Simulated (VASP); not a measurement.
# Si2C in VASP: further runs

Runs on Si2C. Level: PBE. Tasks: single point.

All numbers are computed with VASP 6.6.1; they aren't measurements. Logs are shortened: lines on timing, memory, paths and dates and some standing lists are left out, and cuts for length are marked.

## 1. The cell of the first run

The typed cell holds 6 atoms: a = 3.037 Å, b = 5.527 Å, c = 4.641 Å, α = 90.00°, β = 90.00°, γ = 91.28°.

## 2. Single point, PBE

INCAR

```
SYSTEM = Si2C
PREC = Accurate
ENCUT = 520
EDIFF = 1E-6
ISMEAR = 0
SIGMA = 0.1
LREAL = .False.
LASPH = .True.
NELM = 100
ALGO = Normal
ISIF = 2
LWAVE = .False.
LCHARG = .True.
GGA = PE
LELF = .True.
LVHAR = .True.
NBANDS = 21
```

KPOINTS

```
regular mesh
0
Gamma
  8 6 6
  0 0 0
```

POSCAR

```
Si2C
1.0
   -0.0344132208     -0.0013003420      3.0367249901
    5.5267648288      0.0139986279     -0.0607112719
   -0.0117102569      4.6413778104      0.0019219773
Si C
4 2
Direct
    0.4323649295      0.2692900484      0.3686528350
    0.0676613941      0.2306976971      0.8686030694
   -0.0056836129      0.6342867493      0.6835649785
    0.5056667494      0.8657271913      0.1835634005
    0.0039417658     -0.1136390100      0.9478091803
    0.4960487741      0.6136373240      0.4478065362
```

Potentials or basis: VASP PAW PBE potentials, release 64 (Si, C).

Run with:

```
cat potpaw_PBE.64/Si/POTCAR potpaw_PBE.64/C/POTCAR > POTCAR
mpirun -np 1 vasp_std > vasp.out
```

OUTCAR:

```text
SYSTEM = Si2C
   PREC = Accurate
   ENCUT = 520
   EDIFF = 1E-6
   ISMEAR = 0
   LREAL = .False.
   LASPH = .True.
   NELM = 100
   ISIF = 2
   GGA = PE

 ion  position               nearest neighbor table
   1  0.432  0.269  0.369-   6 1.94   4 2.41   2 2.58   2 2.58   3 2.85   3 2.99   2 3.03   2 3.03

   2  0.068  0.231  0.869-   5 1.94   3 2.41   1 2.58   1 2.58   4 2.85   4 2.99   1 3.03   1 3.03

   3  0.994  0.634  0.684-   5 1.86   6 1.87   6 1.88   2 2.41   1 2.85   1 2.99   4 3.05   4 3.05
                             4 3.06   4 3.06
   4  0.506  0.866  0.184-   6 1.86   5 1.87   5 1.88   1 2.41   2 2.85   2 2.99   3 3.05   3 3.05
                             3 3.06   3 3.06
   5  0.004  0.886  0.948-   3 1.86   4 1.87   4 1.88   2 1.94
   6  0.496  0.614  0.448-   4 1.86   3 1.87   3 1.88   1 1.94

  LATTYP: Found a simple monoclinic cell.
 ALAT       =     3.0369202535
 B/A-ratio  =     1.5283223112
 C/A-ratio  =     1.8199740329
 COS(beta)  =    -0.0223155351

  Lattice vectors:

 A1 = (  -0.0344132208,  -0.0013003420,   3.0367249901)
 A2 = (   0.0117102569,  -4.6413778104,  -0.0019219773)
 A3 = (   5.5267648288,   0.0139986279,  -0.0607112719)

Analysis of symmetry for initial positions (statically):
=====================================================================
 Subroutine PRICEL returns:
 Original cell was already a primitive cell.

 Routine SETGRP: Setting up the symmetry group for a
 simple monoclinic supercell.

 Subroutine GETGRP returns: Found  1 space group operations
 (whereof  1 operations were pure point group operations)
 out of a pool of  4 trial point group operations.

The static configuration has the point symmetry C_1 .

Analysis of symmetry for dynamics (positions and initial velocities):
=====================================================================
 Subroutine PRICEL returns:
 Original cell was already a primitive cell.

 Routine SETGRP: Setting up the symmetry group for a
 simple monoclinic supercell.

 Subroutine GETGRP returns: Found  1 space group operations
 (whereof  1 operations were pure point group operations)
 out of a pool of  4 trial point group operations.

The dynamic configuration has the point symmetry C_1 .

 Subroutine INISYM returns: Found  1 space group operations
 (whereof  1 operations are pure point group operations),
 and found     1 'primitive' translations

----------------------------------------------------------------------------------------

                                     Primitive cell

  volume of cell :      77.8883

  direct lattice vectors                    reciprocal lattice vectors
    -0.034413221 -0.001300342  3.036724990     0.003618142 -0.000127251  0.329343075
     5.526764829  0.013998628 -0.060711272     0.180959054  0.000455713  0.002050886
    -0.011710257  4.641377810  0.001921977    -0.000544768  0.215451854  0.000086084

  length of vectors
     3.036920254  5.527116001  4.641392981     0.329362973  0.180971249  0.215452560

  position of ions in fractional coordinates (direct lattice)
     0.432364929  0.269290048  0.368652835
     0.067661394  0.230697697  0.868603069
     0.994316387  0.634286749  0.683564979
     0.505666749  0.865727191  0.183563400
     0.003941766  0.886360990  0.947809180
     0.496048774  0.613637324  0.447806536

  ion indices of the primitive-cell ions
   primitive index   ion index
                 1           1
                 2           2
                 3           3
                 4           4
                 5           5
                 6           6

----------------------------------------------------------------------------------------

 KPOINTS: regular mesh

Automatic generation of k-mesh.
 Grid dimensions read from file:
 generate k-points for:    8    6    6

 Generating k-lattice:

  Cartesian coordinates                     Fractional coordinates (reciprocal lattice)
     0.000452268 -0.000015906  0.041167884     0.125000000  0.000000000  0.000000000
     0.030159842  0.000075952  0.000341814     0.000000000  0.166666667 -0.000000000
    -0.000090795  0.035908642  0.000014347     0.000000000 -0.000000000  0.166666667

  Length of vectors
     0.041170372  0.030161875  0.035908760

  Shift w.r.t. Gamma in fractional coordinates (k-lattice)
     0.000000000  0.000000000  0.000000000

 Subroutine IBZKPT returns following result:
 ===========================================

 Found    148 irreducible k-points:

 Following reciprocal coordinates:
            Coordinates               Weight
  0.000000  0.000000  0.000000      1.000000
  0.125000  0.000000 -0.000000      2.000000
  0.250000  0.000000 -0.000000      2.000000
  0.375000 -0.000000  0.000000      2.000000
  0.500000  0.000000 -0.000000      1.000000
  0.000000  0.166667  0.000000      2.000000
[... 16 lines left out ...]
  0.125000  0.500000  0.000000      2.000000
  0.250000  0.500000  0.000000      2.000000
 [... further k-points ...]
   k-points           NKPTS =    148   k-points in BZ     NKDIM =    148   number of bands    NBANDS=     21
   number of dos      NEDOS =    301   number of ions     NIONS =      6
   total plane-waves  NPLWV =  36288
   dimension x,y,z NGX =    24 NGY =   42 NGZ =   36
   dimension x,y,z NGXF=    48 NGYF=   84 NGZF=   72
   ions per type =               4   2
   NGX,Y,Z   is equivalent  to a cutoff of  13.14, 12.63, 12.89 a.u.
   NGXF,Y,Z  is equivalent  to a cutoff of  26.28, 25.27, 25.79 a.u.
 SYSTEM =  Si2C
   PREC   = accura    normal or accurate (medium, high low for compatibility)
   ISTART =      0    job   : 0-new  1-cont  2-samecut
   ICHARG =      2    charge: 1-file 2-atom 10-const
   ISPIN  =      1    spin polarized calculation?
   LNONCOLLINEAR =      F non collinear calculations
   LSORBIT =      F    spin-orbit coupling
   LASPH  =      T    aspherical Exc in radial PAW
   ENCUT  =  520.0 eV  38.22 Ry    6.18 a.u.   5.65 10.28  8.63*2*pi/ulx,y,z
   NELM   =    100;   NELMIN=  2; NELMDL= -5     # of ELM steps
   EDIFF  = 0.1E-05   stopping-criterion for ELM
   LREAL  =      F    real-space projection
   EDIFFG = 0.1E-04   stopping-criterion for IOM
   NSW    =      0    number of steps for IOM
   IBRION =     -1    ionic relax: 0-MD 1-quasi-New 2-CG
   NFREE  =      0    steps in history (QN), initial steepest desc. (CG)
   ISIF   =      2    stress and relaxation
   ISYM   =      2    0-nonsym 1-usesym 2-fastsym
   POTIM  = 0.5000    time-step for ionic-motion
   TEBEG  =    0.0;   TEEND  =   0.0 temperature during run
   PSTRESS=    0.0 pullay stress
   NELECT =      24.0000    total number of electrons
   NUPDOWN=      -1.0000    fix difference up-down
   EMIN   =  10.00;   EMAX   =-10.00  energy-range for DOS
   EFERMI =   0.00;   METHOD = LEGACY
   ISMEAR =     0;   SIGMA  =   0.10  broadening in eV -4-tet -1-fermi 0-gaus
   EFERMI_NEDOS =   21; number of points for ismear=-14 and -15
   IALGO  =     38    algorithm
   IMIX   =      4    mixing-type and parameters
     AMIX     =   0.40;   BMIX     =  1.00
     AMIX_MAG =   1.60;   BMIX_MAG =  1.00
  volume/ion in A,a.u.               =      12.98        87.60
  Fermi-wavevector in a.u.,A,eV,Ry     =   1.105744  2.089553 16.635428  1.222669
  Thomas-Fermi vector in A             =   2.242235
   LORBIT       =      0    0 simple, 1 ext, 2 COOP (PROOUT), +10 PAW based schemes
   GGA     = PE    functional components
   LHFCALC =     F    Hartree Fock is set to
   AEXX    =    0.0000 exact exchange contribution
   IVDW    =     0    specifies the selected vdW correction
   LEPSILON=     F    determine dielectric tensor
   LRPA    =     F    only Hartree local field effects (RPA)
 non-spin polarized calculation
 Gauss-broadening in eV      SIGMA  =   0.10
  energy-cutoff  :      520.00
  volume of cell :       77.89
 maximum number of plane-waves:      2124
   NGX = 11   NGY = 21   NGZ = 17

 number of electron      24.0000001 magnetization

 Free energy of the ion-electron system (eV)
  ---------------------------------------------------
  ext. energy  EPLUGINS =         0.00000000
  ---------------------------------------------------
  free energy    TOTEN  =       -38.70245716 eV

  energy without entropy =      -38.69750871  energy(sigma->0) =      -38.69998293

 E-fermi :   8.2002     XC(G=0): -10.7500

 val. band max:        8.1950461853   @ k =   0.2500   0.0000   0.3333
 cond. band min:       8.2316131832   @ k =   0.5000   0.1667   0.1667
 fundamental gap:      0.0365669979
 Fermi energy:         8.2002097710

 k-point     1 :       0.0000    0.0000    0.0000
  band No.  band energies     occupation
      1      -7.4816      2.00000
      2      -4.7272      2.00000
      3      -2.2356      2.00000
      4      -0.6361      2.00000
      5       1.9119      2.00000
      6       3.0738      2.00000
[... 13 lines left out ...]
     20      15.5725      0.00000
     21      16.5261      0.00000

 k-point     2 :       0.1250    0.0000   -0.0000
  band No.  band energies     occupation
      1      -7.2745      2.00000
      2      -4.5690      2.00000
      3      -2.0162      2.00000
      4      -0.5116      2.00000
      5       2.0683      2.00000
      6       3.0693      2.00000
[... 13 lines left out ...]
     20      15.4351      0.00000
     21      15.8455      0.00000

 k-point     3 :       0.2500    0.0000   -0.0000
  band No.  band energies     occupation
      1      -6.6660      2.00000
      2      -4.1616      2.00000
      3      -1.3741      2.00000
      4      -0.3672      2.00000
      5       2.0248      2.00000
      6       2.4018      2.00000
[... 13 lines left out ...]
     20      14.3012      0.00000
     21      16.2165      0.00000

 k-point     4 :       0.3750   -0.0000    0.0000
  band No.  band energies     occupation
      1      -5.7086      2.00000
      2      -3.8958      2.00000
      3      -0.8312      2.00000
      4      -0.3073      2.00000
      5       0.9875      2.00000
      6       1.9375      2.00000
[... 13 lines left out ...]
     20      14.7709      0.00000
     21      15.8160      0.00000

 k-point     5 :       0.5000    0.0000   -0.0000
  band No.  band energies     occupation
      1      -4.6695      2.00000
      2      -4.4737      2.00000
      3      -0.5592      2.00000
      4      -0.3006      2.00000
      5       0.7336      2.00000
      6       1.6461      2.00000
[... 13 lines left out ...]
     20      15.2897      0.00000
     21      15.6637      0.00000

 k-point     6 :       0.0000    0.1667    0.0000
  band No.  band energies     occupation
      1      -7.4085      2.00000
      2      -4.9706      2.00000
      3      -2.0745      2.00000
      4      -0.4551      2.00000
      5       1.6463      2.00000
      6       2.7474      2.00000
[... 13 lines left out ...]
     20      15.2521      0.00000
     21      16.3589      0.00000

 k-point     7 :       0.1250    0.1667   -0.0000
  band No.  band energies     occupation
      1      -7.1972      2.00000
      2      -4.8189      2.00000
      3      -1.8518      2.00000
      4      -0.3230      2.00000
      5       1.7298      2.00000
      6       2.8642      2.00000
[... 13 lines left out ...]
     20      15.4428      0.00000
     21      15.9649      0.00000
[... 291 lines left out ...]
      1      -6.4427      2.00000
      2      -4.6774      2.00000
      3      -1.4653      2.00000
      4       0.5792      2.00000
      5       1.3768      2.00000
      6       2.2577      2.00000
[... 13 lines left out ...]
     20      15.3283      0.00000
     21      16.1588      0.00000

 k-point    21 :      -0.1250    0.3333   -0.0000
  band No.  band energies     occupation
      1      -7.0323      2.00000
      2      -5.2207      2.00000
      3      -1.6892      2.00000
      4       0.1502      2.00000
      5       1.2254      2.00000
      6       2.3376      2.00000
[... 13 lines left out ...]
     20      14.9656      0.00000
     21      15.5346      0.00000

 k-point    22 :       0.0000    0.5000   -0.0000
  band No.  band energies     occupation
      1      -7.1094      2.00000
      2      -5.6642      2.00000
      3      -1.6646      2.00000
      4       0.3124      2.00000
      5       0.7427      2.00000
      6       1.7968      2.00000
[... 13 lines left out ...]
     20      15.7439      0.00000
     21      16.4716      0.00000

 k-point    23 :       0.1250    0.5000    0.0000
  band No.  band energies     occupation
      1      -6.9082      2.00000
      2      -5.4687      2.00000
      3      -1.5463      2.00000
      4       0.4889      2.00000
      5       0.8844      2.00000
      6       1.9424      2.00000
[... 13 lines left out ...]
     20      14.8533      0.00000
     21      15.8603      0.00000

 k-point    24 :       0.2500    0.5000    0.0000
  band No.  band energies     occupation
      1      -6.3184      2.00000
      2      -4.9179      2.00000
      3      -1.3613      2.00000
      4       0.9056      2.00000
      5       1.0876      2.00000
      6       2.1103      2.00000
[... 13 lines left out ...]
     20      15.1997      0.00000
     21      15.7531      0.00000

 [... further k-points ...]

------------------------ aborting loop because EDIFF is reached ----------------------------------------

  FORCE on cell =-STRESS in cart. coord.  units (eV):
  Direction    XX          YY          ZZ          XY          YZ          ZX
  --------------------------------------------------------------------------------------
  -------------------------------------------------------------------------------------
  Total        0.0066413     -0.0310094      0.0125197      0.0008547     -0.0010570      0.0061067
  in kB        0.1366125     -0.6378690      0.2575327      0.0175810     -0.0217418      0.1256170
  external PRESSURE =      -0.0812413 kB  Pullay stress =       0.0000000 kB

 VOLUME and BASIS-vectors are now :
 -----------------------------------------------------------------------------
  energy-cutoff  :      520.00
  volume of cell :       77.89
      direct lattice vectors                 reciprocal lattice vectors
    -0.034413221 -0.001300342  3.036724990     0.003618142 -0.000127251  0.329343075
     5.526764829  0.013998628 -0.060711272     0.180959054  0.000455713  0.002050886
    -0.011710257  4.641377810  0.001921977    -0.000544768  0.215451854  0.000086084

 POSITION                                       TOTAL-FORCE (eV/Angst)
 -----------------------------------------------------------------------------------
      1.46911      1.71426      1.29733        -0.008431     -0.002097     -0.002643
      1.26251      4.03466      0.19313         0.008474     -0.001640      0.002483
      3.46333      3.18027      2.98227         0.001241     -0.003977     -0.001033
      4.76512      0.86345      1.48336        -0.002123     -0.003512      0.001036
      4.88747      4.41154     -0.04002        -0.008235      0.005562      0.000284
      3.36911      2.08638      1.46997         0.009074      0.005664     -0.000128
 -----------------------------------------------------------------------------------
    total drift:                               -0.000000     -0.000323     -0.000000

  FREE ENERGIE OF THE ION-ELECTRON SYSTEM (eV)
  ---------------------------------------------------
  free  energy   TOTEN  =       -38.7024571557 eV

  energy  without entropy=      -38.6975087080  energy(sigma->0) =      -38.69998293
```

Wall time 1.9 min (1 thread of AMD EPYC 9R45 (Zen 5), shared host); peak memory 0.28 GiB.

Results:

```yaml
Free_energy: -38.7025 eV
Pressure: 0.0 GPa
Largest_force: 0.011 eV/Å
Band_gap_on_the_k_mesh: zero (bands 12 and 13 overlap by 2.93 eV)
```

Forces in eV/Å, atoms in the order of the input:
```
Si  -0.008 -0.002 -0.003
Si   0.008 -0.002  0.002
Si   0.001 -0.004 -0.001
Si  -0.002 -0.004  0.001
C   -0.008  0.006  0.000
C    0.009  0.006  0.000
```

## 3. Single point, PBE

This run uses another cell than the first one, of 13.02 Å³/atom.

INCAR

```
ALGO = Normal
EDIFF = 1E-6
ENCUT = 520
GGA = PE
ISIF = 2
ISMEAR = 0
LASPH = True
LCHARG = False
LREAL = False
LWAVE = False
NBANDS = 21
NELM = 60
PREC = Accurate
SIGMA = 0.1
```

KPOINTS

```
k-points
0
Gamma
  12 8 8
```

POSCAR

```
Si2C
1.0
    3.0422465912      0.0000000000     -0.0025458180
    0.0000000000      4.6684293234      0.0000000000
   -0.1281890423      0.0000000000      5.5011262554
Si C
4 2
Direct
    0.3225627851      0.6320431687      0.4804543883
    0.6774372149      0.1320431687      0.5195456117
    0.7563606422      0.3166502686      0.1162397549
    0.2436393578      0.8166502686      0.8837602451
    0.7457493287      0.0512795689      0.8642839325
    0.2542506713      0.5512795689      0.1357160675
```

Potentials or basis: VASP PAW PBE potentials, release 64 (Si, C).

Run with:

```
cat potpaw_PBE.64/Si/POTCAR potpaw_PBE.64/C/POTCAR > POTCAR
mpirun -np 1 vasp_std > vasp.out
```

It took 3.4 min on 1 thread of AMD EPYC 9R45 (Zen 5), shared host; peak memory 0.38 GiB.

Results (log left out):

- Free energy: -38.6848 eV
- Pressure: 0.0 GPa
- Largest force: 0.008 eV/Å
- Band gap on the k mesh: zero (bands 12 and 13 overlap by 2.97 eV)

Forces on the atoms (eV/Å):
```
Si   0.003  0.002  0.006
Si  -0.003  0.002 -0.006
Si   0.001  0.000  0.001
Si  -0.001  0.000 -0.001
C    0.003 -0.002  0.008
C   -0.003 -0.002 -0.008
```

Levels at points of the mesh, in eV from the Fermi level:
```csv
k point,band 8,band 9,band 10,band 11,band 12,band 13,band 14,band 15,band 16,band 17
"(0.00, 0.00, 0.00)",-4.14,-3.82,-3.62,-2.10,1.79,1.84,3.67,3.70,4.47,5.23
"(0.50, 0.00, 0.00)",-5.31,-3.96,-3.93,-1.41,-1.21,-1.16,0.75,1.16,1.58,3.06
"(0.00, 0.50, 0.00)",-2.96,-2.77,-2.77,0.26,0.26,3.43,3.43,4.21,4.21,5.20
"(0.50, 0.50, 0.00)",-5.21,-4.48,-4.48,-3.77,-3.77,2.40,2.40,3.89,3.89,5.06
"(0.00, 0.00, 0.50)",-3.45,-3.21,-2.27,-1.37,-0.94,1.19,2.64,3.48,3.87,4.00
"(0.50, 0.00, 0.50)",-5.26,-3.91,-3.71,-2.30,-1.89,-1.17,0.66,1.69,1.85,4.81
"(0.00, 0.50, 0.50)",-4.32,-2.88,-2.88,-0.68,-0.68,2.69,2.69,4.15,4.15,4.28
"(0.50, 0.50, 0.50)",-6.19,-2.63,-2.63,-2.17,-2.17,0.85,0.85,3.56,3.56,4.39
```
